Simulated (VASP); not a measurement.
# Zn (P6_3/mmc) in VASP: notebook

The runs below take Zn through single point, with PBEsol.

Program: VASP 6.6.1. These are calculated values, not measurements. Logs are shortened: lines on timing, memory, paths and dates and some standing lists are left out, and cuts for length are marked.

## (1) The cell of the first run

The structure is hexagonal, space group P6_3/mmc (No. 194). Conventional cell: a = 2.740 Å, b = 2.740 Å, c = 4.679 Å, α = 90.00°, β = 90.00°, γ = 120.00°. Within 3.6 Å of Zn (site symmetry -6m2) lie 12 Zn at 2.74 to 2.82 Å.

## (2) Single point, PBEsol

INCAR

```
SYSTEM = Zn
PREC     = Accurate       ! precision mode
ENCUT    = 520            ! plane-wave cutoff, eV
EDIFF    = 1E-6           ! SCF threshold, eV
ISMEAR   = 0              ! smearing method
SIGMA    = 0.15           ! smearing width, eV
LREAL    = .False.        ! projectors in reciprocal space
LASPH    = .True.         ! aspherical terms in the spheres
NELM     = 100            ! most SCF steps
ALGO     = Fast           ! electronic algorithm
ISIF     = 2              ! what is computed and relaxed
LWAVE    = .False.        ! write WAVECAR
LCHARG   = .False.        ! write CHGCAR
GGA      = PS             ! functional
NBANDS   = 19             ! bands
```

KPOINTS

```
regular mesh
0
Gamma
  24 24 12
  0 0 0
```

POSCAR

```
Zn
1.0
    2.7399019826      0.0000000000      0.0000000000
   -1.3699509913      2.3728247208      0.0000000000
    0.0000000000      0.0000000000      4.6792271074
Zn
2
Direct
    0.3333333333      0.6666666667      0.2500000000
    0.6666666667      0.3333333333      0.7500000000
```

Potentials or basis: VASP PAW PBE potentials, release 64 (Zn).

Launch:

```bash
$ cat potpaw_PBE.64/Zn/POTCAR > POTCAR
$ mpirun -np 1 vasp_std > vasp.out
```

OUTCAR:

```text
SYSTEM = Zn
   PREC = Accurate
   ENCUT = 520
   EDIFF = 1E-6
   ISMEAR = 0
   LREAL = .False.
   LASPH = .True.
   NELM = 100
   ISIF = 2
   GGA = PS

 ion  position               nearest neighbor table
   1  0.333  0.667  0.250-   2 2.82   2 2.82   2 2.82   2 2.82   2 2.82   2 2.82
   2  0.667  0.333  0.750-   1 2.82   1 2.82   1 2.82   1 2.82   1 2.82   1 2.82

  LATTYP: Found a hexagonal cell.
 ALAT       =     2.7399019826
 C/A-ratio  =     1.7078082125

  Lattice vectors:

 A1 = (   2.7399019826,   0.0000000000,   0.0000000000)
 A2 = (  -1.3699509913,   2.3728247208,   0.0000000000)
 A3 = (   0.0000000000,   0.0000000000,   4.6792271074)

Analysis of symmetry for initial positions (statically):
=====================================================================
 Subroutine PRICEL returns:
 Original cell was already a primitive cell.

 Routine SETGRP: Setting up the symmetry group for a
 hexagonal supercell.

 Subroutine GETGRP returns: Found 24 space group operations
 (whereof 12 operations were pure point group operations)
 out of a pool of 24 trial point group operations.

The static configuration has the point symmetry D_3d.
 The point group associated with its full space group is D_6h.

Analysis of symmetry for dynamics (positions and initial velocities):
=====================================================================
 Subroutine PRICEL returns:
 Original cell was already a primitive cell.

 Routine SETGRP: Setting up the symmetry group for a
 hexagonal supercell.

 Subroutine GETGRP returns: Found 24 space group operations
 (whereof 12 operations were pure point group operations)
 out of a pool of 24 trial point group operations.

The dynamic configuration has the point symmetry D_3d.
 The point group associated with its full space group is D_6h.

 Subroutine INISYM returns: Found 24 space group operations
 (whereof 12 operations are pure point group operations),
 and found     1 'primitive' translations

----------------------------------------------------------------------------------------

                                     Primitive cell

  volume of cell :      30.4211

  direct lattice vectors                    reciprocal lattice vectors
     2.739901983  0.000000000  0.000000000     0.364976560  0.210719315  0.000000000
    -1.369950991  2.372824721  0.000000000     0.000000000  0.421438630  0.000000000
     0.000000000  0.000000000  4.679227107     0.000000000  0.000000000  0.213710508

  length of vectors
     2.739901983  2.739901983  4.679227107     0.421438630  0.421438630  0.213710508

  position of ions in fractional coordinates (direct lattice)
     0.333333333  0.666666667  0.250000000
     0.666666667  0.333333333  0.750000000

  ion indices of the primitive-cell ions
   primitive index   ion index
                 1           1
                 2           2

----------------------------------------------------------------------------------------

 KPOINTS: regular mesh

Automatic generation of k-mesh.
 Grid dimensions read from file:
 generate k-points for:   24   24   12

 Generating k-lattice:

  Cartesian coordinates                     Fractional coordinates (reciprocal lattice)
     0.015207357  0.008779971  0.000000000     0.041666667 -0.000000000  0.000000000
     0.000000000  0.017559943  0.000000000     0.000000000  0.041666667  0.000000000
     0.000000000  0.000000000  0.017809209     0.000000000  0.000000000  0.083333333

  Length of vectors
     0.017559943  0.017559943  0.017809209

  Shift w.r.t. Gamma in fractional coordinates (k-lattice)
     0.000000000  0.000000000  0.000000000

 Subroutine IBZKPT returns following result:
 ===========================================

 Found    427 irreducible k-points:

 Following reciprocal coordinates:
            Coordinates               Weight
  0.000000  0.000000  0.000000      1.000000
  0.041667 -0.000000  0.000000      6.000000
  0.083333  0.000000  0.000000      6.000000
  0.125000  0.000000  0.000000      6.000000
  0.166667  0.000000  0.000000      6.000000
  0.208333 -0.000000  0.000000      6.000000
[... 16 lines left out ...]
  0.416667  0.041667  0.000000     12.000000
  0.458333  0.041667  0.000000     12.000000
 [... further k-points ...]
   k-points           NKPTS =    427   k-points in BZ     NKDIM =    427   number of bands    NBANDS=     19
   number of dos      NEDOS =    301   number of ions     NIONS =      2
   total plane-waves  NPLWV =  14400
   dimension x,y,z NGX =    20 NGY =   20 NGZ =   36
   dimension x,y,z NGXF=    40 NGYF=   40 NGZF=   72
   ions per type =               2
   NGX,Y,Z   is equivalent  to a cutoff of  12.14, 12.14, 12.79 a.u.
   NGXF,Y,Z  is equivalent  to a cutoff of  24.27, 24.27, 25.58 a.u.
 SYSTEM =  Zn
   PREC   = accura    normal or accurate (medium, high low for compatibility)
   ISTART =      0    job   : 0-new  1-cont  2-samecut
   ICHARG =      2    charge: 1-file 2-atom 10-const
   ISPIN  =      1    spin polarized calculation?
   LNONCOLLINEAR =      F non collinear calculations
   LSORBIT =      F    spin-orbit coupling
   LASPH  =      T    aspherical Exc in radial PAW
   ENCUT  =  520.0 eV  38.22 Ry    6.18 a.u.   5.09  5.09  8.70*2*pi/ulx,y,z
   NELM   =    100;   NELMIN=  2; NELMDL= -5     # of ELM steps
   EDIFF  = 0.1E-05   stopping-criterion for ELM
   LREAL  =      F    real-space projection
   EDIFFG = 0.1E-04   stopping-criterion for IOM
   NSW    =      0    number of steps for IOM
   IBRION =     -1    ionic relax: 0-MD 1-quasi-New 2-CG
   NFREE  =      0    steps in history (QN), initial steepest desc. (CG)
   ISIF   =      2    stress and relaxation
   ISYM   =      2    0-nonsym 1-usesym 2-fastsym
   POTIM  = 0.5000    time-step for ionic-motion
   TEBEG  =    0.0;   TEEND  =   0.0 temperature during run
   PSTRESS=    0.0 pullay stress
   NELECT =      24.0000    total number of electrons
   NUPDOWN=      -1.0000    fix difference up-down
   EMIN   =  10.00;   EMAX   =-10.00  energy-range for DOS
   EFERMI =   0.00;   METHOD = LEGACY
   ISMEAR =     0;   SIGMA  =   0.15  broadening in eV -4-tet -1-fermi 0-gaus
   EFERMI_NEDOS =   21; number of points for ismear=-14 and -15
   IALGO  =     68    algorithm
   IMIX   =      4    mixing-type and parameters
     AMIX     =   0.40;   BMIX     =  1.00
     AMIX_MAG =   1.60;   BMIX_MAG =  1.00
  volume/ion in A,a.u.               =      15.21       102.65
  Fermi-wavevector in a.u.,A,eV,Ry     =   1.512703  2.858594 31.133805  2.288270
  Thomas-Fermi vector in A             =   2.622592
   LORBIT       =      0    0 simple, 1 ext, 2 COOP (PROOUT), +10 PAW based schemes
   GGA     = PS    functional components
   LHFCALC =     F    Hartree Fock is set to
   AEXX    =    0.0000 exact exchange contribution
   IVDW    =     0    specifies the selected vdW correction
   LEPSILON=     F    determine dielectric tensor
   LRPA    =     F    only Hartree local field effects (RPA)
 non-spin polarized calculation
 RMM-DIIS sequential band-by-band and
 Gauss-broadening in eV      SIGMA  =   0.15
  energy-cutoff  :      520.00
  volume of cell :       30.42
 maximum number of plane-waves:       837
   NGX = 11   NGY = 11   NGZ = 17

 number of electron      23.9999987 magnetization

 Free energy of the ion-electron system (eV)
  ---------------------------------------------------
  ext. energy  EPLUGINS =         0.00000000
  ---------------------------------------------------
  free energy    TOTEN  =        -3.11585478 eV

  energy without entropy =       -3.10918517  energy(sigma->0) =       -3.11251997

 E-fermi :   3.0219     XC(G=0): -11.7113

 val. band max:        3.0148406995   @ k =   0.2083   0.1667   0.0000
 cond. band min:       3.0242774717   @ k =   0.4583   0.0000   0.4167
 fundamental gap:      0.0094367722
 Fermi energy:         3.0219369622

 k-point     1 :       0.0000    0.0000    0.0000
  band No.  band energies     occupation
      1      -7.4595      2.00000
      2      -5.4908      2.00000
      3      -4.7852      2.00000
      4      -4.6701      2.00000
      5      -4.6701      2.00000
      6      -4.5973      2.00000
[... 11 lines left out ...]
     18      20.5118      0.00000
     19      20.8176      0.00000

 k-point     2 :       0.0417   -0.0000    0.0000
  band No.  band energies     occupation
      1      -7.4113      2.00000
      2      -5.4728      2.00000
      3      -4.7855      2.00000
      4      -4.6699      2.00000
      5      -4.6593      2.00000
      6      -4.6017      2.00000
[... 11 lines left out ...]
     18      21.0299      0.00000
     19      21.9656      0.00000

 k-point     3 :       0.0833    0.0000    0.0000
  band No.  band energies     occupation
      1      -7.2674      2.00000
      2      -5.4218      2.00000
      3      -4.7902      2.00000
      4      -4.6655      2.00000
      5      -4.6275      2.00000
      6      -4.6120      2.00000
[... 11 lines left out ...]
     18      21.8677      0.00000
     19      21.9417      0.00000

 k-point     4 :       0.1250    0.0000    0.0000
  band No.  band energies     occupation
      1      -7.0310      2.00000
      2      -5.3464      2.00000
      3      -4.8037      2.00000
      4      -4.6615      2.00000
      5      -4.6105      2.00000
      6      -4.5763      2.00000
[... 407 lines left out ...]
     18      16.8898      0.00000
     19      18.0454      0.00000

 k-point    23 :       0.4167    0.0417    0.0000
  band No.  band energies     occupation
      1      -5.3303      2.00000
      2      -5.2451      2.00000
      3      -5.1516      2.00000
      4      -4.6446      2.00000
      5      -4.5979      2.00000
      6      -4.5391      2.00000
[... 11 lines left out ...]
     18      16.7573      0.00000
     19      17.8097      0.00000

 k-point    24 :       0.4583    0.0417    0.0000
  band No.  band energies     occupation
      1      -5.3426      2.00000
      2      -5.2479      2.00000
      3      -5.1726      2.00000
      4      -4.6491      2.00000
      5      -4.6104      2.00000
      6      -4.5245      2.00000
[... 11 lines left out ...]
     18      16.6913      0.00000
     19      17.6906      0.00000

 [... further k-points ...]

------------------------ aborting loop because EDIFF is reached ----------------------------------------

  FORCE on cell =-STRESS in cart. coord.  units (eV):
  Direction    XX          YY          ZZ          XY          YZ          ZX
  --------------------------------------------------------------------------------------
  -------------------------------------------------------------------------------------
  Total       -1.2037063     -1.2037063     -0.9360038      0.0000000     -0.0000000      0.0000000
  in kB      -63.3951899    -63.3951899    -49.2961938      0.0000000     -0.0000000      0.0000000
  external PRESSURE =     -58.6955246 kB  Pullay stress =       0.0000000 kB

 VOLUME and BASIS-vectors are now :
 -----------------------------------------------------------------------------
  energy-cutoff  :      520.00
  volume of cell :       30.42
      direct lattice vectors                 reciprocal lattice vectors
     2.739901983  0.000000000  0.000000000     0.364976560  0.210719315  0.000000000
    -1.369950991  2.372824721  0.000000000     0.000000000  0.421438630  0.000000000
     0.000000000  0.000000000  4.679227107     0.000000000  0.000000000  0.213710508

 POSITION                                       TOTAL-FORCE (eV/Angst)
 -----------------------------------------------------------------------------------
     -0.00000      1.58188      1.16981         0.000000     -0.000000      0.000000
      1.36995      0.79094      3.50942        -0.000000      0.000000     -0.000000
 -----------------------------------------------------------------------------------
    total drift:                               -0.000000      0.000000      0.000000

  FREE ENERGIE OF THE ION-ELECTRON SYSTEM (eV)
  ---------------------------------------------------
  free  energy   TOTEN  =        -3.1158547793 eV

  energy  without entropy=       -3.1091851659  energy(sigma->0) =       -3.11251997
```

Wall time 3.2 min (1 thread of Intel Xeon 8259CL, shared host); peak memory 0.3 GiB.

Results:

* Free energy: -3.1159 eV
* Pressure: -5.9 GPa
* Band gap on the k mesh: zero (bands 12 and 13 overlap by 3.81 eV)

Stress tensor (GPa, compression positive):
```
-6.34  0.00  0.00
 0.00 -6.34  0.00
 0.00  0.00 -4.93
```

Levels at points of the mesh, in eV from the Fermi level:
| k point | band 8 | band 9 | band 10 | band 11 | band 12 | band 13 | band 14 | band 15 | band 16 | band 17 |
| --- | --- | --- | --- | --- | --- | --- | --- | --- | --- | --- |
| (0.00, 0.00, 0.00) | -7.42 | -7.42 | -7.12 | -7.12 | -3.31 | -2.11 | 15.64 | 15.64 | 16.48 | 17.49 |
| (0.50, 0.00, 0.00) | -7.08 | -7.02 | -6.99 | -3.21 | -2.67 | 3.14 | 3.48 | 4.51 | 5.79 | 8.86 |
| (0.00, 0.00, 0.50) | -7.61 | -7.22 | -7.22 | -7.22 | -7.22 | 6.17 | 6.17 | 17.11 | 17.11 | 17.11 |
| (0.50, 0.00, 0.50) | -7.12 | -7.00 | -7.00 | -2.08 | -2.08 | -0.24 | -0.24 | 10.95 | 10.95 | 11.22 |

Caveat: the cell stands under tension; the PAW data sets were made with another functional, which shifts forces and pressure a little.

## (3) Single point, PBEsol

This run uses another cell than the first one, of the same volume but with other edges.

INCAR

```
PREC     = Accurate       # precision mode
ENCUT    = 520            # plane-wave cutoff, eV
EDIFF    = 1E-6           # SCF threshold, eV
ISMEAR   = 0              # smearing method
SIGMA    = 0.15           # smearing width, eV
LREAL    = F              # projectors in reciprocal space
LASPH    = T              # aspherical terms in the spheres
NELM     = 80             # most SCF steps
ALGO     = Fast           # electronic algorithm
ISIF     = 2              # what is computed and relaxed
LWAVE    = F              # write WAVECAR
LCHARG   = F              # write CHGCAR
GGA      = PS             # functional
NBANDS   = 19             # bands
```

KPOINTS

```
Automatic mesh
0
Gamma
  24 24 12
```

POSCAR

```
Zn
1.0
    2.5814679691      0.0000000000      0.0000000000
   -1.2907339845      2.2356168403      0.0000000000
    0.0000000000      0.0000000000      5.2712145846
Zn
2
Direct
    0.3333333333      0.6666666667      0.2500000000
    0.6666666667      0.3333333333      0.7500000000
```

Potentials or basis: VASP PAW PBE potentials, release 64 (Zn).

Launch:

```bash
$ cat potpaw_PBE.64/Zn/POTCAR > POTCAR
$ mpirun -np 1 vasp_std > vasp.out
```

It took 3.7 min on 1 thread of Intel Xeon 8259CL, shared host; peak memory 0.31 GiB.

The run converged. Its results:

* Free energy: -3.1354 eV
* Pressure: -2.0 GPa
* Band gap on the k mesh: zero (bands 12 and 13 overlap by 5.83 eV)

Stress tensor (GPa, compression positive):
```
-1.09  0.00  0.00
 0.00 -1.09  0.00
 0.00  0.00 -3.83
```

Levels at points of the mesh, in eV from the Fermi level:
| k point | band 10 | band 11 | band 12 | band 13 | band 14 | band 15 |
| --- | --- | --- | --- | --- | --- | --- |
| (0.00, 0.00, 0.00) | -6.94 | -6.94 | -3.90 | -3.87 | 10.76 | 14.79 |
| (0.50, 0.00, 0.00) | -6.67 | -2.40 | -1.57 | 2.24 | 3.78 | 3.82 |
| (0.00, 0.00, 0.50) | -7.00 | -7.00 | -7.00 | 3.05 | 3.05 | 20.67 |
| (0.50, 0.00, 0.50) | -6.68 | -1.59 | -1.59 | 0.65 | 0.65 | 9.16 |

Caveat: the PAW data sets were made with another functional, which shifts forces and pressure a little.

## (4) Single point, PBEsol

This run uses another cell than the first one, of the same volume but with other edges.

INCAR

```
SYSTEM = Zn
PREC = Accurate ; ENCUT = 520
EDIFF = 1E-6 ; ISMEAR = 0
SIGMA = 0.15 ; LREAL = .FALSE.
LASPH = .TRUE. ; NELM = 60
ALGO = Fast ; ISIF = 2
LWAVE = .FALSE. ; LCHARG = .FALSE.
GGA = PS ; NBANDS = 19
```

KPOINTS

```
Automatic mesh
0
G
  24 24 12
  0 0 0
```

POSCAR

```
Zn
1.0
    2.7013066728      0.0000000000      0.0000000000
   -1.3506533364      2.3394002021      0.0000000000
    0.0000000000      0.0000000000      4.8138925778
Zn
2
Direct
    0.3333333333      0.6666666667      0.2500000000
    0.6666666667      0.3333333333      0.7500000000
```

Launch:

```bash
$ cat potpaw_PBE.64/Zn/POTCAR > POTCAR
$ mpirun -np 1 vasp_std > vasp.out
```

Run time: 3.4 min. Hardware: 1 thread of Intel Xeon 8259CL, shared host; peak memory 0.3 GiB.

Results (log left out):

- Free energy: -3.1265 eV
- Pressure: -5.4 GPa
- Band gap on the k mesh: zero (bands 12 and 13 overlap by 4.12 eV)

Stress tensor (GPa, compression positive):
```
-6.18  0.00  0.00
 0.00 -6.18  0.00
 0.00  0.00 -3.73
```

Levels at points of the mesh, in eV from the Fermi level:
```csv
k point,band 8,band 9,band 10,band 11,band 12,band 13,band 14,band 15,band 16,band 17
"(0.00, 0.00, 0.00)",-7.38,-7.38,-7.12,-7.12,-3.53,-2.63,14.94,16.48,16.48,18.02
"(0.50, 0.00, 0.00)",-7.11,-6.98,-6.96,-3.06,-2.45,2.82,3.45,4.23,5.69,9.45
"(0.00, 0.00, 0.50)",-7.64,-7.22,-7.22,-7.22,-7.22,5.30,5.30,17.86,17.86,17.86
"(0.50, 0.00, 0.50)",-7.13,-6.97,-6.97,-2.01,-2.01,-0.11,-0.11,10.60,10.60,11.40
```

Caveat: the cell stands under tension; the PAW data sets were made with another functional, which shifts forces and pressure a little.

## (5) Overview

| cell | gap on the mesh (eV) | pressure (GPa) |
| --- | --- | --- |
| a = 2.740, b = 2.740, c = 4.679 Å, angles 90.0, 90.0, 120.0°, 2 atoms | none | -5.9 |
| a = 2.581, b = 2.581, c = 5.271 Å, angles 90.0, 90.0, 120.0°, 2 atoms | none | -2.0 |
| a = 2.701, b = 2.701, c = 4.814 Å, angles 90.0, 90.0, 120.0°, 2 atoms | none | -5.4 |

Alike in all rows: task single point; level PBEsol; potentials or basis VASP PAW PBE potentials, release 64 (Zn); no spin polarisation; k mesh 24 × 24 × 12; cutoff (eV) 520; smearing gaussian 0.15 eV.

Caveats: the PAW data sets were made with another functional, which shifts forces and pressure a little; the cell stands under tension (at least some runs).

Absolute energies hang on the potentials; compare differences alone.
